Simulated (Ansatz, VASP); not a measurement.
**Two plane-wave programs on Zr2F**

```xyz
6
Lattice="3.1628 0.0000 0.0000 0.0000 3.1628 0.0000 0.0000 0.0000 11.3065" Properties=species:S:1:pos:R:3 pbc="T T T"
Zr    0.0000    1.5814    1.7648
Zr    0.0000    1.5814    7.4180
Zr    1.5814    0.0000    3.8885
Zr    1.5814    0.0000    9.5417
F     0.0000    0.0000    0.0000
F     1.5814    1.5814    5.6532
```

Alike in both runs: functional PBE; k mesh 6 × 6 × 2; occupations gaussian, width 0.1 eV; no spin polarisation.

Ansatz relaxed the structure, and its values are those at the end. VASP's run is a single point on that final structure, the one shown.

```csv
,VASP,Ansatz
version,VASP 6.6.1,Ansatz 0.2.0
potentials or method,"VASP PAW PBE potentials, release 64 (Zr_sv, F), cutoff 520 eV","scalar-relativistic, plane waves, PAW"
valence electrons in the cell,62,62
```

|  | VASP | Ansatz | Ansatz less VASP |
| --- | --- | --- | --- |
| gap on the k mesh at the Fermi level (eV) | none | none | - |
| pressure (GPa) | 0.0 | 0.0 | +0.01 |
| rms of the force components (eV/Å) | 0.009 | 0.002 | -0.0068 |

A gap of «none» marks a metal or a gap that the smearing closes.
